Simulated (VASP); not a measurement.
# CaSn2O5 (Pmmn) in VASP: single point with PBE

Aim: the single point of CaSn2O5 with PBE.

Program: VASP 6.6.1. These are calculated values, not measurements. Logs are shortened: lines on timing, memory, paths and dates and some standing lists are left out, and cuts for length are marked.

**1. The cell of the first run**

It takes space group Pmmn (No. 59, orthorhombic). Conventional cell: a = 3.718 Å, b = 12.019 Å, c = 5.244 Å, α = 90.00°, β = 90.00°, γ = 90.00°. Ca (site symmetry mm2) has 8 O at 2.49 to 2.65 Å within 3.3 Å. Within 2.5 Å of Sn (site symmetry m) lie 5 O at 1.92 to 2.15 Å. Within 2.6 Å of O (site symmetry m) lie 1 Sn at 1.92 Å and 2 Ca at 2.51 Å. Within 2.7 Å of O (site symmetry mm2) lie 2 Sn at 2.05 Å and 2 Ca at 2.49 Å. O (site symmetry m) has 3 Sn at 2.09 to 2.15 Å and 4 O at 2.60 to 2.81 Å and 1 Ca at 2.65 Å within 2.9 Å.

**2. Single point, PBE**

Input file INCAR:

```
PREC     = Accurate       # precision mode
ENCUT    = 910            # plane-wave cutoff, eV
EDIFF    = 1E-6           # SCF threshold, eV
ISMEAR   = 0              # smearing method
SIGMA    = 0.15           # smearing width, eV
LREAL    = Auto         
LASPH    = T              # aspherical terms in the spheres
NELM     = 120            # most SCF steps
ALGO     = Normal         # electronic algorithm
ISIF     = 2              # what is computed and relaxed
LWAVE    = F              # write WAVECAR
LCHARG   = F              # write CHGCAR
GGA      = PE             # functional
NBANDS   = 82             # bands
GGA_COMPAT= F
```

Input file KPOINTS:

```
Automatic mesh
0
Gamma
  3 1 3
```

Input file POSCAR:

```
CaSn2O5
1.0
    3.7178823724      0.0000000000      0.0000000000
    0.0000000000     12.0185448699      0.0000000000
    0.0000000000      0.0000000000      5.2437205062
Ca Sn O
2 4 10
Direct
    0.0000000000      0.5000000000      0.8329497931
    0.5000000000      0.0000000000      0.1670502069
    0.5000000000      0.6541287199      0.3504678871
    0.5000000000      0.3458712801      0.3504678871
    0.0000000000      0.1541287199      0.6495321129
    0.0000000000      0.8458712801      0.6495321129
    0.5000000000      0.6216823337     -0.0080350508
    0.5000000000      0.3783176663     -0.0080350508
    0.5000000000      0.5000000000      0.5182116994
    0.0000000000      0.6752423981      0.5253705594
    0.0000000000      0.3247576019      0.5253705594
    0.0000000000      0.1216823337      1.0080350508
    0.0000000000      0.8783176663      1.0080350508
    0.0000000000      0.0000000000      0.4817883006
    0.5000000000      0.8247576019      0.4746294406
    0.5000000000      0.1752423981      0.4746294406
```

Potentials or basis: VASP PAW PBE potentials, release 64 (Ca_sv, Sn_d, O_h).

Command:

```console
$ cat potpaw_PBE.64/Ca_sv/POTCAR potpaw_PBE.64/Sn_d/POTCAR potpaw_PBE.64/O_h/POTCAR > POTCAR
$ mpirun -np 1 vasp_std > vasp.out
```

OUTCAR:

```text
PREC = Accurate
   ENCUT = 910
   EDIFF = 1E-6
   ISMEAR = 0
   LREAL = Auto
   LASPH = T
   NELM = 120
   ISIF = 2
   GGA = PE

 ion  position               nearest neighbor table
   1  0.000  0.500  0.833-
   2  0.500  0.000  0.167-
   3  0.500  0.654  0.350-   7 1.92   9 2.05  10 2.09  10 2.09  15 2.15   6 3.35   6 3.35   4 3.70

   4  0.500  0.346  0.350-   8 1.92   9 2.05  11 2.09  11 2.09  16 2.15   5 3.35   5 3.35   3 3.70

   5  0.000  0.154  0.650-  12 1.92  14 2.05  16 2.09  16 2.09  11 2.15   4 3.35   4 3.35   6 3.70

   6  0.000  0.846  0.650-  13 1.92  14 2.05  15 2.09  15 2.09  10 2.15   3 3.35   3 3.35   5 3.70

   7  0.500  0.622  0.992-   3 1.92
   8  0.500  0.378  0.992-   4 1.92
   9  0.500  0.500  0.518-   3 2.05   4 2.05
  10  0.000  0.675  0.525-   3 2.09   3 2.09   6 2.15
  11  0.000  0.325  0.525-   4 2.09   4 2.09   5 2.15
  12  0.000  0.122  0.008-   5 1.92
  13  0.000  0.878  0.008-   6 1.92
  14  0.000  0.000  0.482-   5 2.05   6 2.05
  15  0.500  0.825  0.475-   6 2.09   6 2.09   3 2.15
  16  0.500  0.175  0.475-   5 2.09   5 2.09   4 2.15

  LATTYP: Found a simple orthorhombic cell.
 ALAT       =     3.7178823724
 B/A-ratio  =     1.4104051664
 C/A-ratio  =     3.2326318227

  Lattice vectors:

 A1 = (  -3.7178823724,   0.0000000000,   0.0000000000)
 A2 = (   0.0000000000,   0.0000000000,   5.2437205062)
 A3 = (   0.0000000000,  12.0185448699,   0.0000000000)

Analysis of symmetry for initial positions (statically):
=====================================================================
 Subroutine PRICEL returns:
 Original cell was already a primitive cell.

 Routine SETGRP: Setting up the symmetry group for a
 simple orthorhombic supercell.

 Subroutine GETGRP returns: Found  8 space group operations
 (whereof  4 operations were pure point group operations)
 out of a pool of  8 trial point group operations.

The static configuration has the point symmetry C_2v.
 The point group associated with its full space group is D_2h.

Analysis of symmetry for dynamics (positions and initial velocities):
=====================================================================
 Subroutine PRICEL returns:
 Original cell was already a primitive cell.

 Routine SETGRP: Setting up the symmetry group for a
 simple orthorhombic supercell.

 Subroutine GETGRP returns: Found  8 space group operations
 (whereof  4 operations were pure point group operations)
 out of a pool of  8 trial point group operations.

The dynamic configuration has the point symmetry C_2v.
 The point group associated with its full space group is D_2h.

 Subroutine INISYM returns: Found  8 space group operations
 (whereof  4 operations are pure point group operations),
 and found     1 'primitive' translations

----------------------------------------------------------------------------------------

                                     Primitive cell

  volume of cell :     234.3080

  direct lattice vectors                    reciprocal lattice vectors
     3.717882372  0.000000000  0.000000000     0.268970317  0.000000000  0.000000000
     0.000000000 12.018544870  0.000000000     0.000000000  0.083204748  0.000000000
     0.000000000  0.000000000  5.243720506     0.000000000  0.000000000  0.190704291

  length of vectors
     3.717882372 12.018544870  5.243720506     0.268970317  0.083204748  0.190704291

  position of ions in fractional coordinates (direct lattice)
     0.000000000  0.500000000  0.832949793
     0.500000000  0.000000000  0.167050207
     0.500000000  0.654128720  0.350467887
     0.500000000  0.345871280  0.350467887
     0.000000000  0.154128720  0.649532113
     0.000000000  0.845871280  0.649532113
[... 8 lines left out ...]
     0.500000000  0.824757602  0.474629441
     0.500000000  0.175242398  0.474629441

  ion indices of the primitive-cell ions
   primitive index   ion index
                 1           1
                 2           2
                 3           3
                 4           4
                 5           5
                 6           6
[... 8 lines left out ...]
                15          15
                16          16

----------------------------------------------------------------------------------------

 KPOINTS: Automatic mesh

Automatic generation of k-mesh.
 Grid dimensions read from file:
 generate k-points for:    3    1    3

 Generating k-lattice:

  Cartesian coordinates                     Fractional coordinates (reciprocal lattice)
     0.089656772  0.000000000  0.000000000     0.333333333  0.000000000  0.000000000
     0.000000000  0.083204748  0.000000000     0.000000000  1.000000000  0.000000000
     0.000000000  0.000000000  0.063568097     0.000000000  0.000000000  0.333333333

  Length of vectors
     0.089656772  0.083204748  0.063568097

  Shift w.r.t. Gamma in fractional coordinates (k-lattice)
     0.000000000  0.000000000  0.000000000

 Subroutine IBZKPT returns following result:
 ===========================================

 Found      4 irreducible k-points:

 Following reciprocal coordinates:
            Coordinates               Weight
  0.000000  0.000000  0.000000      1.000000
  0.333333  0.000000  0.000000      2.000000
  0.000000  0.000000  0.333333      2.000000
  0.333333  0.000000  0.333333      4.000000
   k-points           NKPTS =      4   k-points in BZ     NKDIM =      4   number of bands    NBANDS=     82
   number of dos      NEDOS =    301   number of ions     NIONS =     16
   total plane-waves  NPLWV = 259200
   dimension x,y,z NGX =    40 NGY =  120 NGZ =   54
   dimension x,y,z NGXF=    80 NGYF=  240 NGZF=  108
   ions per type =               2   4  10
   NGX,Y,Z   is equivalent  to a cutoff of  17.89, 16.60, 17.12 a.u.
   NGXF,Y,Z  is equivalent  to a cutoff of  35.77, 33.20, 34.24 a.u.
 SYSTEM =  unknown system
   PREC   = accura    normal or accurate (medium, high low for compatibility)
   ISTART =      0    job   : 0-new  1-cont  2-samecut
   ICHARG =      2    charge: 1-file 2-atom 10-const
   ISPIN  =      1    spin polarized calculation?
   LNONCOLLINEAR =      F non collinear calculations
   LSORBIT =      F    spin-orbit coupling
   LASPH  =      T    aspherical Exc in radial PAW
   ENCUT  =  910.0 eV  66.88 Ry    8.18 a.u.   9.14 29.56 12.90*2*pi/ulx,y,z
   NELM   =    120;   NELMIN=  2; NELMDL= -5     # of ELM steps
   EDIFF  = 0.1E-05   stopping-criterion for ELM
   LREAL  =      T    real-space projection
   EDIFFG = 0.1E-04   stopping-criterion for IOM
   NSW    =      0    number of steps for IOM
   IBRION =     -1    ionic relax: 0-MD 1-quasi-New 2-CG
   NFREE  =      0    steps in history (QN), initial steepest desc. (CG)
   ISIF   =      2    stress and relaxation
   ISYM   =      2    0-nonsym 1-usesym 2-fastsym
   POTIM  = 0.5000    time-step for ionic-motion
   TEBEG  =    0.0;   TEEND  =   0.0 temperature during run
   PSTRESS=    0.0 pullay stress
   NELECT =     136.0000    total number of electrons
   NUPDOWN=      -1.0000    fix difference up-down
   EMIN   =  10.00;   EMAX   =-10.00  energy-range for DOS
   EFERMI =   0.00;   METHOD = LEGACY
   ISMEAR =     0;   SIGMA  =   0.15  broadening in eV -4-tet -1-fermi 0-gaus
   EFERMI_NEDOS =   21; number of points for ismear=-14 and -15
   IALGO  =     38    algorithm
   IMIX   =      4    mixing-type and parameters
     AMIX     =   0.40;   BMIX     =  1.00
     AMIX_MAG =   1.60;   BMIX_MAG =  1.00
  volume/ion in A,a.u.               =      14.64        98.82
  Fermi-wavevector in a.u.,A,eV,Ry     =   1.365606  2.580621 25.373233  1.864880
  Thomas-Fermi vector in A             =   2.491820
   LORBIT       =      0    0 simple, 1 ext, 2 COOP (PROOUT), +10 PAW based schemes
   GGA     = PE    functional components
   LHFCALC =     F    Hartree Fock is set to
   AEXX    =    0.0000 exact exchange contribution
   IVDW    =     0    specifies the selected vdW correction
   LEPSILON=     F    determine dielectric tensor
   LRPA    =     F    only Hartree local field effects (RPA)
 non-spin polarized calculation
 Gauss-broadening in eV      SIGMA  =   0.15
  energy-cutoff  :      910.00
  volume of cell :      234.31
 maximum number of plane-waves:     14642
 NGX is ok and might be reduce to    40
   NGX = 19   NGY = 59   NGZ = 25

 number of electron     136.0000002 magnetization

 Free energy of the ion-electron system (eV)
  ---------------------------------------------------
  ext. energy  EPLUGINS =         0.00000000
  ---------------------------------------------------
  free energy    TOTEN  =       -98.36301166 eV

  energy without entropy =      -98.36298771  energy(sigma->0) =      -98.36299969

 E-fermi :   4.6543     XC(G=0): -10.1004

 val. band max:        4.2388867385   @ k =   0.0000   0.0000   0.0000
 cond. band min:       5.0426179353   @ k =   0.0000   0.0000   0.0000
 fundamental gap:      0.8037311968
 Fermi energy:         4.6543318100

 k-point     1 :       0.0000    0.0000    0.0000
  band No.  band energies     occupation
      1     -34.0081      2.00000
      2     -34.0081      2.00000
      3     -17.0796      2.00000
      4     -17.0062      2.00000
      5     -16.8508      2.00000
      6     -16.8066      2.00000
[... 72 lines left out ...]
     79      11.4036      0.00000
     80      11.4369      0.00000

 k-point     2 :       0.3333    0.0000    0.0000
  band No.  band energies     occupation
      1     -33.9994      2.00000
      2     -33.9994      2.00000
      3     -16.9556      2.00000
      4     -16.8912      2.00000
      5     -16.7752      2.00000
      6     -16.7619      2.00000
[... 72 lines left out ...]
     79      11.4110      0.00000
     80      11.5557      0.00000

 k-point     3 :       0.0000    0.0000    0.3333
  band No.  band energies     occupation
      1     -34.0081      2.00000
      2     -34.0081      2.00000
      3     -17.0794      2.00000
      4     -17.0100      2.00000
      5     -16.8506      2.00000
      6     -16.8137      2.00000
[... 72 lines left out ...]
     79      11.2056      0.00000
     80      11.3206      0.00000

 k-point     4 :       0.3333    0.0000    0.3333
  band No.  band energies     occupation
      1     -33.9993      2.00000
      2     -33.9993      2.00000
      3     -16.9565      2.00000
      4     -16.8947      2.00000
      5     -16.7783      2.00000
      6     -16.7674      2.00000
[... 72 lines left out ...]
     79      11.4642      0.00000
     80      11.6060      0.00000
 [bands above 80 left out]

------------------------ aborting loop because EDIFF is reached ----------------------------------------

  FORCE on cell =-STRESS in cart. coord.  units (eV):
  Direction    XX          YY          ZZ          XY          YZ          ZX
  --------------------------------------------------------------------------------------
  -------------------------------------------------------------------------------------
  Total       -0.2799374     -0.3730726      0.5980225      0.0000000      0.0000000      0.0000000
  in kB       -1.9141871     -2.5510374      4.0892254      0.0000000      0.0000000      0.0000000
  external PRESSURE =      -0.1253330 kB  Pullay stress =       0.0000000 kB

 VOLUME and BASIS-vectors are now :
 -----------------------------------------------------------------------------
  energy-cutoff  :      910.00
  volume of cell :      234.31
      direct lattice vectors                 reciprocal lattice vectors
     3.717882372  0.000000000  0.000000000     0.268970317  0.000000000  0.000000000
     0.000000000 12.018544870  0.000000000     0.000000000  0.083204748  0.000000000
     0.000000000  0.000000000  5.243720506     0.000000000  0.000000000  0.190704291

 POSITION                                       TOTAL-FORCE (eV/Angst)
 -----------------------------------------------------------------------------------
      0.00000      6.00927      4.36776         0.000000      0.000000     -0.003981
      1.85894      0.00000      0.87596         0.000000      0.000000      0.003981
      1.85894      7.86168      1.83776        -0.000000      0.007627      0.022394
      1.85894      4.15687      1.83776        -0.000000     -0.007627      0.022394
      0.00000      1.85240      3.40596         0.000000      0.007627     -0.022394
      0.00000     10.16614      3.40596         0.000000     -0.007627     -0.022394
[... 8 lines left out ...]
      1.85894      9.91239      2.48882         0.000000     -0.029261     -0.027738
      1.85894      2.10616      2.48882         0.000000      0.029261     -0.027738
 -----------------------------------------------------------------------------------
    total drift:                               -0.000000     -0.000000      0.000000

  FREE ENERGIE OF THE ION-ELECTRON SYSTEM (eV)
  ---------------------------------------------------
  free  energy   TOTEN  =       -98.3630116622 eV

  energy  without entropy=      -98.3629877098  energy(sigma->0) =      -98.36299969
```

Wall time 5.1 min (1 thread of Intel Xeon Platinum 8488C (Sapphire Rapids), shared host); peak memory 0.6 GiB.

What came out:

```
Free energy            : -98.3630 eV
Pressure               : 0.0 GPa
Largest force          : 0.082 eV/Å
Band gap on the k mesh : 0.80 eV
```

Forces in eV/Å, atoms in the order of the input:
```
Ca   0.000  0.000 -0.004
Ca   0.000  0.000  0.004
Sn   0.000  0.008  0.022
Sn   0.000 -0.008  0.022
Sn   0.000  0.008 -0.022
Sn   0.000 -0.008 -0.022
O    0.000  0.009 -0.081
O    0.000 -0.009 -0.081
O    0.000  0.000  0.033
O    0.000  0.029  0.028
O    0.000 -0.029  0.028
O    0.000  0.009  0.081
O    0.000 -0.009  0.081
O    0.000  0.000 -0.033
O    0.000 -0.029 -0.028
O    0.000  0.029 -0.028
```

Stress tensor (GPa, compression positive):
```
-0.19  0.00  0.00
 0.00 -0.26  0.00
 0.00  0.00  0.41
```

Caveat: the k points lie up to 0.56 Å⁻¹ apart; the cutoff is under 1.25 times the usual one of these potentials, so pressure, stress and relaxed cells hold a basis-set (Pulay) error; spin-orbit coupling is left out, which moves the levels of the heavy elements.
